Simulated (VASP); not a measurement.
# Cs2Ba2H (P6/mmm) in VASP: single point with PBE

Aim: the single point of Cs2Ba2H with PBE.

Everything below comes from runs of VASP 6.6.1. Logs are shortened: lines on timing, memory, paths and dates and some standing lists are left out, and cuts for length are marked.

### 1 The cell of the first run

Symmetry: P6/mmm, No. 191, hexagonal system. Conventional cell: a = 5.818 Å, b = 5.818 Å, c = 6.112 Å, α = 90.00°, β = 90.00°, γ = 120.00°. Within 4.0 Å of Cs (site symmetry -6m2) lie 2 Ba at 3.06 Å and 3 Cs at 3.36 Å. Within 4.0 Å of Ba (site symmetry -6m2) lie 2 Cs at 3.06 Å and 3 H at 3.36 Å and 3 Ba at 3.36 Å. Within 4.4 Å of H (site symmetry 6/mmm) lie 6 Ba at 3.36 Å.

### 2 Single point, PBE

File INCAR:

```
SYSTEM = Cs2Ba2H
ALGO     = Normal         ! electronic algorithm
EDIFF    = 1E-6           ! SCF threshold, eV
ENCUT    = 520            ! plane-wave cutoff, eV
GGA      = PE             ! functional
ISIF     = 2              ! what is computed and relaxed
ISMEAR   = 0              ! smearing method
LASPH    = .True.         ! aspherical terms in the spheres
LCHARG   = .False.        ! write CHGCAR
LREAL    = .False.        ! projectors in reciprocal space
LWAVE    = .False.        ! write WAVECAR
NBANDS   = 28             ! bands
NELM     = 60             ! most SCF steps
PREC     = Accurate       ! precision mode
SIGMA    = 0.1            ! smearing width, eV
```

File KPOINTS:

```
k-points
0
Gamma
  3 3 4
  0 0 0
```

File POSCAR:

```
Cs2Ba2H
1.0
    5.8184624600      0.0000000000      0.0000000000
   -2.9092312300      5.0389363100      0.0000000000
    0.0000000000      0.0000000000      6.1115395600
Cs Ba H
2 2 1
Direct
    0.3333333300      0.6666666700      0.5000000000
    0.6666666700      0.3333333300      0.5000000000
    0.3333333300      0.6666666700      0.0000000000
    0.6666666700      0.3333333300      0.0000000000
    0.0000000000      0.0000000000      0.0000000000
```

Potentials or basis: VASP PAW PBE potentials, release 64 (Cs_sv, Ba_sv, H).

Started as:

```
$ cat potpaw_PBE.64/Cs_sv/POTCAR potpaw_PBE.64/Ba_sv/POTCAR potpaw_PBE.64/H/POTCAR > POTCAR
$ mpirun -np 1 vasp_std > vasp.out
```

OUTCAR:

```text
SYSTEM = Cs2Ba2H
   EDIFF = 1E-6
   ENCUT = 520
   GGA = PE
   ISIF = 2
   ISMEAR = 0
   LASPH = .True.
   LREAL = .False.
   NELM = 60
   PREC = Accurate

 ion  position               nearest neighbor table
   1  0.333  0.667  0.500-   3 3.06   3 3.06
   2  0.667  0.333  0.500-   4 3.06   4 3.06
   3  0.333  0.667  0.000-   1 3.06   1 3.06   4 3.36   4 3.36   4 3.36
   4  0.667  0.333  0.000-   2 3.06   2 3.06   3 3.36   3 3.36   3 3.36
   5  0.000  0.000  0.000-

  LATTYP: Found a hexagonal cell.
 ALAT       =     5.8184624600
 C/A-ratio  =     1.0503701969

  Lattice vectors:

 A1 = (   5.8184624600,   0.0000000000,   0.0000000000)
 A2 = (  -2.9092312300,   5.0389363100,   0.0000000000)
 A3 = (   0.0000000000,   0.0000000000,   6.1115395600)

Analysis of symmetry for initial positions (statically):
=====================================================================
 Subroutine PRICEL returns:
 Original cell was already a primitive cell.

 Routine SETGRP: Setting up the symmetry group for a
 hexagonal supercell.

 Subroutine GETGRP returns: Found 24 space group operations
 (whereof 24 operations were pure point group operations)
 out of a pool of 24 trial point group operations.

The static configuration has the point symmetry D_6h.

Analysis of symmetry for dynamics (positions and initial velocities):
=====================================================================
 Subroutine PRICEL returns:
 Original cell was already a primitive cell.

 Routine SETGRP: Setting up the symmetry group for a
 hexagonal supercell.

 Subroutine GETGRP returns: Found 24 space group operations
 (whereof 24 operations were pure point group operations)
 out of a pool of 24 trial point group operations.

The dynamic configuration has the point symmetry D_6h.

 Subroutine INISYM returns: Found 24 space group operations
 (whereof 24 operations are pure point group operations),
 and found     1 'primitive' translations

----------------------------------------------------------------------------------------

                                     Primitive cell

  volume of cell :     179.1834

  direct lattice vectors                    reciprocal lattice vectors
     5.818462460  0.000000000  0.000000000     0.171866710  0.099227291  0.000000000
    -2.909231230  5.038936310  0.000000000     0.000000000  0.198454582  0.000000000
     0.000000000  0.000000000  6.111539560     0.000000000  0.000000000  0.163624892

  length of vectors
     5.818462460  5.818462468  6.111539560     0.198454582  0.198454582  0.163624892

  position of ions in fractional coordinates (direct lattice)
     0.333333330  0.666666670  0.500000000
     0.666666670  0.333333330  0.500000000
     0.333333330  0.666666670  0.000000000
     0.666666670  0.333333330  0.000000000
     0.000000000  0.000000000  0.000000000

  ion indices of the primitive-cell ions
   primitive index   ion index
                 1           1
                 2           2
                 3           3
                 4           4
                 5           5

----------------------------------------------------------------------------------------

 KPOINTS: k-points

Automatic generation of k-mesh.
 Grid dimensions read from file:
 generate k-points for:    3    3    4

 Generating k-lattice:

  Cartesian coordinates                     Fractional coordinates (reciprocal lattice)
     0.057288903  0.033075764  0.000000000     0.333333333 -0.000000000  0.000000000
     0.000000000  0.066151527  0.000000000     0.000000000  0.333333333  0.000000000
     0.000000000  0.000000000  0.040906223     0.000000000  0.000000000  0.250000000

  Length of vectors
     0.066151527  0.066151527  0.040906223

  Shift w.r.t. Gamma in fractional coordinates (k-lattice)
     0.000000000  0.000000000  0.000000000

 Subroutine IBZKPT returns following result:
 ===========================================

 Found      9 irreducible k-points:

 Following reciprocal coordinates:
            Coordinates               Weight
  0.000000  0.000000  0.000000      1.000000
  0.333333  0.000000  0.000000      6.000000
  0.333333  0.333333  0.000000      2.000000
  0.000000  0.000000  0.250000      2.000000
  0.333333  0.000000  0.250000     12.000000
  0.333333  0.333333  0.250000      4.000000
  0.000000  0.000000  0.500000      1.000000
  0.333333  0.000000  0.500000      6.000000
  0.333333  0.333333  0.500000      2.000000
   k-points           NKPTS =      9   k-points in BZ     NKDIM =      9   number of bands    NBANDS=     28
   number of dos      NEDOS =    301   number of ions     NIONS =      5
   total plane-waves  NPLWV = 110592
   dimension x,y,z NGX =    48 NGY =   48 NGZ =   48
   dimension x,y,z NGXF=    96 NGYF=   96 NGZF=   96
   ions per type =               2   2   1
   NGX,Y,Z   is equivalent  to a cutoff of  13.71, 13.71, 13.06 a.u.
   NGXF,Y,Z  is equivalent  to a cutoff of  27.43, 27.43, 26.11 a.u.
 SYSTEM =  Cs2Ba2H
   PREC   = accura    normal or accurate (medium, high low for compatibility)
   ISTART =      0    job   : 0-new  1-cont  2-samecut
   ICHARG =      2    charge: 1-file 2-atom 10-const
   ISPIN  =      1    spin polarized calculation?
   LNONCOLLINEAR =      F non collinear calculations
   LSORBIT =      F    spin-orbit coupling
   LASPH  =      T    aspherical Exc in radial PAW
   ENCUT  =  520.0 eV  38.22 Ry    6.18 a.u.  10.82 10.82 11.36*2*pi/ulx,y,z
   NELM   =     60;   NELMIN=  2; NELMDL= -5     # of ELM steps
   EDIFF  = 0.1E-05   stopping-criterion for ELM
   LREAL  =      F    real-space projection
   EDIFFG = 0.1E-04   stopping-criterion for IOM
   NSW    =      0    number of steps for IOM
   IBRION =     -1    ionic relax: 0-MD 1-quasi-New 2-CG
   NFREE  =      0    steps in history (QN), initial steepest desc. (CG)
   ISIF   =      2    stress and relaxation
   ISYM   =      2    0-nonsym 1-usesym 2-fastsym
   POTIM  = 0.5000    time-step for ionic-motion
   TEBEG  =    0.0;   TEEND  =   0.0 temperature during run
   PSTRESS=    0.0 pullay stress
   NELECT =      39.0000    total number of electrons
   NUPDOWN=      -1.0000    fix difference up-down
   EMIN   =  10.00;   EMAX   =-10.00  energy-range for DOS
   EFERMI =   0.00;   METHOD = LEGACY
   ISMEAR =     0;   SIGMA  =   0.10  broadening in eV -4-tet -1-fermi 0-gaus
   EFERMI_NEDOS =   21; number of points for ismear=-14 and -15
   IALGO  =     38    algorithm
   IMIX   =      4    mixing-type and parameters
     AMIX     =   0.40;   BMIX     =  1.00
     AMIX_MAG =   1.60;   BMIX_MAG =  1.00
  volume/ion in A,a.u.               =      35.84       241.84
  Fermi-wavevector in a.u.,A,eV,Ry     =   0.984760  1.860927 13.194284  0.969753
  Thomas-Fermi vector in A             =   2.116017
   LORBIT       =      0    0 simple, 1 ext, 2 COOP (PROOUT), +10 PAW based schemes
   GGA     = PE    functional components
   LHFCALC =     F    Hartree Fock is set to
   AEXX    =    0.0000 exact exchange contribution
   IVDW    =     0    specifies the selected vdW correction
   LEPSILON=     F    determine dielectric tensor
   LRPA    =     F    only Hartree local field effects (RPA)
 non-spin polarized calculation
 Gauss-broadening in eV      SIGMA  =   0.10
  energy-cutoff  :      520.00
  volume of cell :      179.18
 maximum number of plane-waves:      4859
 NGX is ok and might be reduce to    48
   NGX = 21   NGY = 21   NGZ = 23

 number of electron      39.0000000 magnetization

 Free energy of the ion-electron system (eV)
  ---------------------------------------------------
  ext. energy  EPLUGINS =         0.00000000
  ---------------------------------------------------
  free energy    TOTEN  =        -3.23100361 eV

  energy without entropy =       -3.21677310  energy(sigma->0) =       -3.22388836

 E-fermi :   3.5501     XC(G=0):  -8.4901

 val. band max:        3.4054145829   @ k =   0.0000   0.0000   0.0000
 cond. band min:       3.6098157309   @ k =   0.3333   0.3333   0.2500
 fundamental gap:      0.2044011480
 Fermi energy:         3.5501011268

 k-point     1 :       0.0000    0.0000    0.0000
  band No.  band energies     occupation
      1     -25.8391      2.00000
      2     -25.3585      2.00000
      3     -21.0261      2.00000
      4     -20.3033      2.00000
      5     -12.3038      2.00000
      6     -11.7024      2.00000
[... 20 lines left out ...]
     27       5.8002      0.00000
     28       5.9159      0.00000

 k-point     2 :       0.3333    0.0000    0.0000
  band No.  band energies     occupation
      1     -25.7425      2.00000
      2     -25.4654      2.00000
      3     -20.8853      2.00000
      4     -20.4694      2.00000
      5     -12.1833      2.00000
      6     -11.8368      2.00000
[... 20 lines left out ...]
     27       5.5968      0.00000
     28       5.8756      0.00000

 k-point     3 :       0.3333    0.3333    0.0000
  band No.  band energies     occupation
      1     -25.6064      2.00000
      2     -25.6064      2.00000
      3     -20.6836      2.00000
      4     -20.6836      2.00000
      5     -12.0135      2.00000
      6     -12.0135      2.00000
[... 20 lines left out ...]
     27       5.8787      0.00000
     28       5.8787      0.00000

 k-point     4 :       0.0000    0.0000    0.2500
  band No.  band energies     occupation
      1     -25.8295      2.00000
      2     -25.3501      2.00000
      3     -21.0790      2.00000
      4     -20.3536      2.00000
      5     -11.8727      2.00000
      6     -11.6276      2.00000
[... 20 lines left out ...]
     27       5.7650      0.00000
     28       5.7650      0.00000

 k-point     5 :       0.3333    0.0000    0.2500
  band No.  band energies     occupation
      1     -25.7331      2.00000
      2     -25.4567      2.00000
      3     -20.9376      2.00000
      4     -20.5202      2.00000
      5     -11.7586      2.00000
      6     -11.7288      2.00000
[... 20 lines left out ...]
     27       5.5906      0.00000
     28       6.0440      0.00000

 k-point     6 :       0.3333    0.3333    0.2500
  band No.  band energies     occupation
      1     -25.5974      2.00000
      2     -25.5974      2.00000
      3     -20.7352      2.00000
      4     -20.7352      2.00000
      5     -11.8366      2.00000
      6     -11.5983      2.00000
[... 20 lines left out ...]
     27       6.0597      0.00000
     28       6.0597      0.00000

 k-point     7 :       0.0000    0.0000    0.5000
  band No.  band energies     occupation
      1     -25.8199      2.00000
      2     -25.3416      2.00000
      3     -21.1308      2.00000
      4     -20.4028      2.00000
      5     -11.6093      2.00000
      6     -11.6093      2.00000
[... 20 lines left out ...]
     27       5.4365      0.00000
     28       6.6699      0.00000

 k-point     8 :       0.3333    0.0000    0.5000
  band No.  band energies     occupation
      1     -25.7237      2.00000
      2     -25.4479      2.00000
      3     -20.9890      2.00000
      4     -20.5701      2.00000
      5     -11.7096      2.00000
      6     -11.3815      2.00000
[... 20 lines left out ...]
     27       5.4059      0.00000
     28       6.5758      0.00000

 k-point     9 :       0.3333    0.3333    0.5000
  band No.  band energies     occupation
      1     -25.5883      2.00000
      2     -25.5883      2.00000
      3     -20.7858      2.00000
      4     -20.7858      2.00000
      5     -11.8161      2.00000
      6     -11.0357      2.00000
[... 20 lines left out ...]
     27       5.3723      0.00000
     28       6.0443      0.00000

------------------------ aborting loop because EDIFF is reached ----------------------------------------

  FORCE on cell =-STRESS in cart. coord.  units (eV):
  Direction    XX          YY          ZZ          XY          YZ          ZX
  --------------------------------------------------------------------------------------
  -------------------------------------------------------------------------------------
  Total        3.2677056      3.2677056     16.8345458      0.0000000     -0.0000000      0.0000000
  in kB       29.2183559     29.2183560    150.5269467      0.0000000     -0.0000000      0.0000000
  external PRESSURE =      69.6545528 kB  Pullay stress =       0.0000000 kB

 VOLUME and BASIS-vectors are now :
 -----------------------------------------------------------------------------
  energy-cutoff  :      520.00
  volume of cell :      179.18
      direct lattice vectors                 reciprocal lattice vectors
     5.818462460  0.000000000  0.000000000     0.171866710  0.099227291  0.000000000
    -2.909231230  5.038936310  0.000000000     0.000000000  0.198454582  0.000000000
     0.000000000  0.000000000  6.111539560     0.000000000  0.000000000  0.163624892

 POSITION                                       TOTAL-FORCE (eV/Angst)
 -----------------------------------------------------------------------------------
     -0.00000      3.35929      3.05577        -0.000000      0.000000     -0.000000
      2.90923      1.67965      3.05577         0.000000     -0.000000     -0.000000
     -0.00000      3.35929      0.00000         0.000000     -0.000000      0.000000
      2.90923      1.67965      0.00000        -0.000000      0.000000     -0.000000
      0.00000      0.00000      0.00000         0.000000      0.000000     -0.000000
 -----------------------------------------------------------------------------------
    total drift:                               -0.000000      0.000000     -0.000000

  FREE ENERGIE OF THE ION-ELECTRON SYSTEM (eV)
  ---------------------------------------------------
  free  energy   TOTEN  =        -3.2310036124 eV

  energy  without entropy=       -3.2167731004  energy(sigma->0) =       -3.22388836
```

Run time: 51 s. Hardware: 1 thread of Intel Xeon Platinum 8488C (Sapphire Rapids), shared host; peak memory 0.34 GiB.

Results:

```
Free energy : -3.2310 eV
Pressure    : 7.0 GPa
```

Caveat: the k points lie up to 0.42 Å⁻¹ apart; spin-orbit coupling is left out, which moves the levels of the heavy elements.
